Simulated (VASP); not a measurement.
# Yb (Pm-3m) in VASP: single point with LDA

Aim: the single point of Yb with LDA.

Program: VASP 6.6.1. These are calculated values, not measurements. Logs are shortened: lines on timing, memory, paths and dates and some standing lists are left out, and cuts for length are marked.

## Step 1: The cell of the first run

The structure is cubic, space group Pm-3m (No. 221). Conventional cell: a = 5.963 Å, b = 5.963 Å, c = 5.963 Å, α = 90.00°, β = 90.00°, γ = 90.00°. Within 5.5 Å of Yb (site symmetry 4/mmm) lie 8 Yb at 4.22 Å.

## Step 2: Single point, LDA

INCAR reads:

```
PREC = Accurate
ENCUT = 520
EDIFF = 1E-6
ISMEAR = -1
SIGMA = 0.1
LREAL = F
LASPH = T
NELM = 60
ALGO = Normal
ISIF = 2
LWAVE = F
LCHARG = T
GGA = CA
LELF = T
LVHAR = T
NBANDS = 43
```

KPOINTS reads:

```
Automatic mesh
0
Gamma
  4 4 4
```

POSCAR reads:

```
Yb
1.0
    5.9628490000      0.0000000000      0.0000000000
    0.0000000000      5.9628490000      0.0000000000
    0.0000000000      0.0000000000      5.9628490000
Yb
3
Direct
    0.0000000000      0.5000000000      0.5000000000
    0.5000000000      0.5000000000      0.0000000000
    0.5000000000      0.0000000000      0.5000000000
```

Potentials or basis: VASP PAW PBE potentials, release 64 (Yb).

The run is started by

```bash
cat potpaw_PBE.64/Yb/POTCAR > POTCAR
mpirun -np 1 vasp_std > vasp.out
```

OUTCAR:

```text
PREC = Accurate
   ENCUT = 520
   EDIFF = 1E-6
   ISMEAR = -1
   LREAL = F
   LASPH = T
   NELM = 60
   ISIF = 2
   GGA = CA

 ion  position               nearest neighbor table
   1  0.000  0.500  0.500-
   2  0.500  0.500  0.000-
   3  0.500  0.000  0.500-

  LATTYP: Found a simple cubic cell.
 ALAT       =     5.9628490000

  Lattice vectors:

 A1 = (   5.9628490000,   0.0000000000,   0.0000000000)
 A2 = (   0.0000000000,   5.9628490000,   0.0000000000)
 A3 = (   0.0000000000,   0.0000000000,   5.9628490000)

Analysis of symmetry for initial positions (statically):
=====================================================================
 Subroutine PRICEL returns:
 Original cell was already a primitive cell.

 Routine SETGRP: Setting up the symmetry group for a
 simple cubic supercell.

 Subroutine GETGRP returns: Found 48 space group operations
 (whereof 48 operations were pure point group operations)
 out of a pool of 48 trial point group operations.

The static configuration has the point symmetry O_h .

Analysis of symmetry for dynamics (positions and initial velocities):
=====================================================================
 Subroutine PRICEL returns:
 Original cell was already a primitive cell.

 Routine SETGRP: Setting up the symmetry group for a
 simple cubic supercell.

 Subroutine GETGRP returns: Found 48 space group operations
 (whereof 48 operations were pure point group operations)
 out of a pool of 48 trial point group operations.

The dynamic configuration has the point symmetry O_h .

 Subroutine INISYM returns: Found 48 space group operations
 (whereof 48 operations are pure point group operations),
 and found     1 'primitive' translations

----------------------------------------------------------------------------------------

                                     Primitive cell

  volume of cell :     212.0125

  direct lattice vectors                    reciprocal lattice vectors
     5.962849000  0.000000000  0.000000000     0.167705068  0.000000000  0.000000000
     0.000000000  5.962849000  0.000000000     0.000000000  0.167705068  0.000000000
     0.000000000  0.000000000  5.962849000     0.000000000  0.000000000  0.167705068

  length of vectors
     5.962849000  5.962849000  5.962849000     0.167705068  0.167705068  0.167705068

  position of ions in fractional coordinates (direct lattice)
     0.000000000  0.500000000  0.500000000
     0.500000000  0.500000000  0.000000000
     0.500000000  0.000000000  0.500000000

  ion indices of the primitive-cell ions
   primitive index   ion index
                 1           1
                 2           2
                 3           3

----------------------------------------------------------------------------------------

 KPOINTS: Automatic mesh

Automatic generation of k-mesh.
 Grid dimensions read from file:
 generate k-points for:    4    4    4

 Generating k-lattice:

  Cartesian coordinates                     Fractional coordinates (reciprocal lattice)
     0.041926267  0.000000000  0.000000000     0.250000000  0.000000000  0.000000000
     0.000000000  0.041926267  0.000000000     0.000000000  0.250000000  0.000000000
     0.000000000  0.000000000  0.041926267     0.000000000  0.000000000  0.250000000

  Length of vectors
     0.041926267  0.041926267  0.041926267

  Shift w.r.t. Gamma in fractional coordinates (k-lattice)
     0.000000000  0.000000000  0.000000000

 Subroutine IBZKPT returns following result:
 ===========================================

 Found     10 irreducible k-points:

 Following reciprocal coordinates:
            Coordinates               Weight
  0.000000  0.000000  0.000000      1.000000
  0.250000  0.000000  0.000000      6.000000
  0.500000  0.000000  0.000000      3.000000
  0.250000  0.250000  0.000000     12.000000
  0.500000  0.250000  0.000000     12.000000
  0.500000  0.500000  0.000000      3.000000
  0.250000  0.250000  0.250000      8.000000
  0.500000  0.250000  0.250000     12.000000
  0.500000  0.500000  0.250000      6.000000
  0.500000  0.500000  0.500000      1.000000
   k-points           NKPTS =     10   k-points in BZ     NKDIM =     10   number of bands    NBANDS=     43
   number of dos      NEDOS =    301   number of ions     NIONS =      3
   total plane-waves  NPLWV = 110592
   dimension x,y,z NGX =    48 NGY =   48 NGZ =   48
   dimension x,y,z NGXF=    96 NGYF=   96 NGZF=   96
   ions per type =               3
   NGX,Y,Z   is equivalent  to a cutoff of  13.38, 13.38, 13.38 a.u.
   NGXF,Y,Z  is equivalent  to a cutoff of  26.77, 26.77, 26.77 a.u.
 SYSTEM =  unknown system
   PREC   = accura    normal or accurate (medium, high low for compatibility)
   ISTART =      0    job   : 0-new  1-cont  2-samecut
   ICHARG =      2    charge: 1-file 2-atom 10-const
   ISPIN  =      1    spin polarized calculation?
   LNONCOLLINEAR =      F non collinear calculations
   LSORBIT =      F    spin-orbit coupling
   LASPH  =      T    aspherical Exc in radial PAW
   ENCUT  =  520.0 eV  38.22 Ry    6.18 a.u.  11.09 11.09 11.09*2*pi/ulx,y,z
   NELM   =     60;   NELMIN=  2; NELMDL= -5     # of ELM steps
   EDIFF  = 0.1E-05   stopping-criterion for ELM
   LREAL  =      F    real-space projection
   EDIFFG = 0.1E-04   stopping-criterion for IOM
   NSW    =      0    number of steps for IOM
   IBRION =     -1    ionic relax: 0-MD 1-quasi-New 2-CG
   NFREE  =      0    steps in history (QN), initial steepest desc. (CG)
   ISIF   =      2    stress and relaxation
   ISYM   =      2    0-nonsym 1-usesym 2-fastsym
   POTIM  = 0.5000    time-step for ionic-motion
   TEBEG  =    0.0;   TEEND  =   0.0 temperature during run
   PSTRESS=    0.0 pullay stress
   NELECT =      72.0000    total number of electrons
   NUPDOWN=      -1.0000    fix difference up-down
   EMIN   =  10.00;   EMAX   =-10.00  energy-range for DOS
   EFERMI =   0.00;   METHOD = LEGACY
   ISMEAR =    -1;   SIGMA  =   0.10  broadening in eV -4-tet -1-fermi 0-gaus
   EFERMI_NEDOS =   21; number of points for ismear=-14 and -15
   IALGO  =     38    algorithm
   IMIX   =      4    mixing-type and parameters
     AMIX     =   0.40;   BMIX     =  1.00
     AMIX_MAG =   1.60;   BMIX_MAG =  1.00
  volume/ion in A,a.u.               =      70.67       476.91
  Fermi-wavevector in a.u.,A,eV,Ry     =   1.142173  2.158394 17.749602  1.304559
  Thomas-Fermi vector in A             =   2.278871
   LORBIT       =      0    0 simple, 1 ext, 2 COOP (PROOUT), +10 PAW based schemes
   GGA     = CA    functional components
   LHFCALC =     F    Hartree Fock is set to
   AEXX    =    0.0000 exact exchange contribution
   IVDW    =     0    specifies the selected vdW correction
   LEPSILON=     F    determine dielectric tensor
   LRPA    =     F    only Hartree local field effects (RPA)
 non-spin polarized calculation
  energy-cutoff  :      520.00
  volume of cell :      212.01
 maximum number of plane-waves:      5832
 NGX is ok and might be reduce to    48
   NGX = 23   NGY = 23   NGZ = 23

 number of electron      71.9999991 magnetization

 Free energy of the ion-electron system (eV)
  ---------------------------------------------------
  ext. energy  EPLUGINS =         0.00000000
  ---------------------------------------------------
  free energy    TOTEN  =        -9.43572292 eV

  energy without entropy =       -9.20011610  energy(sigma->0) =       -9.31791951

 E-fermi :  -0.5107     XC(G=0):  -7.0156

 val. band max:       -0.5354913429   @ k =   0.5000   0.5000   0.2500
 cond. band min:      -0.3672828559   @ k =   0.2500   0.0000   0.0000
 fundamental gap:      0.1682084870
 Fermi energy:        -0.5107107519

 k-point     1 :       0.0000    0.0000    0.0000
  band No.  band energies     occupation
      1     -52.5059      2.00000
      2     -52.5035      2.00000
      3     -52.5035      2.00000
      4     -25.1175      2.00000
      5     -25.1175      2.00000
      6     -25.1175      2.00000
[... 35 lines left out ...]
     42       0.8240      0.00000
     43       0.8240      0.00000

 k-point     2 :       0.2500    0.0000    0.0000
  band No.  band energies     occupation
      1     -52.5056      2.00000
      2     -52.5039      2.00000
      3     -52.5036      2.00000
      4     -25.1138      2.00000
      5     -25.1138      2.00000
      6     -25.1124      2.00000
[... 35 lines left out ...]
     42       0.7327      0.00001
     43       1.1683      0.00000

 k-point     3 :       0.5000    0.0000    0.0000
  band No.  band energies     occupation
      1     -52.5051      2.00000
      2     -52.5043      2.00000
      3     -52.5035      2.00000
      4     -25.1086      2.00000
      5     -25.1086      2.00000
      6     -25.1063      2.00000
[... 35 lines left out ...]
     42       0.6638      0.00002
     43       1.0510      0.00000

 k-point     4 :       0.2500    0.2500    0.0000
  band No.  band energies     occupation
      1     -52.5053      2.00000
      2     -52.5039      2.00000
      3     -52.5037      2.00000
      4     -25.1180      2.00000
      5     -25.1104      2.00000
      6     -25.1066      2.00000
[... 35 lines left out ...]
     42       0.9390      0.00000
     43       1.2675      0.00000

 k-point     5 :       0.5000    0.2500    0.0000
  band No.  band energies     occupation
      1     -52.5049      2.00000
      2     -52.5043      2.00000
      3     -52.5038      2.00000
      4     -25.1192      2.00000
      5     -25.1060      2.00000
      6     -25.1055      2.00000
[... 35 lines left out ...]
     42       0.9285      0.00000
     43       1.6089      0.00000

 k-point     6 :       0.5000    0.5000    0.0000
  band No.  band energies     occupation
      1     -52.5043      2.00000
      2     -52.5043      2.00000
      3     -52.5043      2.00000
      4     -25.1260      2.00000
      5     -25.1023      2.00000
      6     -25.1023      2.00000
[... 35 lines left out ...]
     42       1.0805      0.00000
     43       1.0806      0.00000

 k-point     7 :       0.2500    0.2500    0.2500
  band No.  band energies     occupation
      1     -52.5051      2.00000
      2     -52.5039      2.00000
      3     -52.5039      2.00000
      4     -25.1202      2.00000
      5     -25.1140      2.00000
      6     -25.1140      2.00000
[... 35 lines left out ...]
     42       1.1377      0.00000
     43       1.1377      0.00000

 k-point     8 :       0.5000    0.2500    0.2500
  band No.  band energies     occupation
      1     -52.5047      2.00000
      2     -52.5043      2.00000
      3     -52.5039      2.00000
      4     -25.1200      2.00000
      5     -25.1180      2.00000
      6     -25.1161      2.00000
[... 35 lines left out ...]
     42       1.2632      0.00000
     43       1.2750      0.00000

 k-point     9 :       0.5000    0.5000    0.2500
  band No.  band energies     occupation
      1     -52.5043      2.00000
      2     -52.5043      2.00000
      3     -52.5043      2.00000
      4     -25.1260      2.00000
      5     -25.1189      2.00000
      6     -25.1189      2.00000
[... 35 lines left out ...]
     42       1.4565      0.00000
     43       1.4575      0.00000

 k-point    10 :       0.5000    0.5000    0.5000
  band No.  band energies     occupation
      1     -52.5043      2.00000
      2     -52.5043      2.00000
      3     -52.5043      2.00000
      4     -25.1260      2.00000
      5     -25.1260      2.00000
      6     -25.1260      2.00000
[... 35 lines left out ...]
     42       1.5941      0.00000
     43       1.5941      0.00000

------------------------ aborting loop because EDIFF is reached ----------------------------------------

  FORCE on cell =-STRESS in cart. coord.  units (eV):
  Direction    XX          YY          ZZ          XY          YZ          ZX
  --------------------------------------------------------------------------------------
  -------------------------------------------------------------------------------------
  Total       -3.2197451     -3.2197451     -3.2197451      0.0000000      0.0000000      0.0000000
  in kB      -24.3315987    -24.3315987    -24.3315987      0.0000000      0.0000000      0.0000000
  external PRESSURE =     -24.3315987 kB  Pullay stress =       0.0000000 kB

 VOLUME and BASIS-vectors are now :
 -----------------------------------------------------------------------------
  energy-cutoff  :      520.00
  volume of cell :      212.01
      direct lattice vectors                 reciprocal lattice vectors
     5.962849000  0.000000000  0.000000000     0.167705068  0.000000000  0.000000000
     0.000000000  5.962849000  0.000000000     0.000000000  0.167705068  0.000000000
     0.000000000  0.000000000  5.962849000     0.000000000  0.000000000  0.167705068

 POSITION                                       TOTAL-FORCE (eV/Angst)
 -----------------------------------------------------------------------------------
      0.00000      2.98142      2.98142         0.000000      0.000000      0.000000
      2.98142      2.98142      0.00000         0.000000      0.000000      0.000000
      2.98142      0.00000      2.98142         0.000000      0.000000      0.000000
 -----------------------------------------------------------------------------------
    total drift:                                0.000000     -0.000000     -0.000000

  FREE ENERGIE OF THE ION-ELECTRON SYSTEM (eV)
  ---------------------------------------------------
  free  energy   TOTEN  =        -9.4357229230 eV

  energy  without entropy=       -9.2001160999  energy(sigma->0) =       -9.31791951
```

Run time: 3.5 min. Hardware: 1 thread of Intel Xeon Platinum 8375C at 2.90GHz (Ice Lake), shared host; peak memory 0.3 GiB.

What came out:

```
Free energy            : -9.4357 eV
Pressure               : -2.4 GPa
Band gap on the k mesh : zero (band 36 reaches -0.09 eV, above the bottom of band 37 at -0.66 eV)
```

Levels at points of the mesh, in eV from the Fermi level:
```csv
k point,band 34,band 35,band 36,band 37,band 38,band 39
"(0.00, 0.00, 0.00)",-0.50,-0.09,-0.09,-0.07,0.92,0.92
"(0.50, 0.00, 0.00)",-0.51,-0.51,0.42,1.02,1.02,1.12
"(0.50, 0.50, 0.00)",-0.51,-0.50,-0.50,-0.15,0.82,1.42
"(0.50, 0.50, 0.50)",-0.50,-0.50,-0.49,-0.12,0.22,0.63
```

Caveat: the PAW data sets were made with another functional, which shifts forces and pressure a little; spin-orbit coupling is left out, which moves the levels of the heavy elements. Spin polarisation is off, so any magnetic state and its effect on volume and gap are missing.
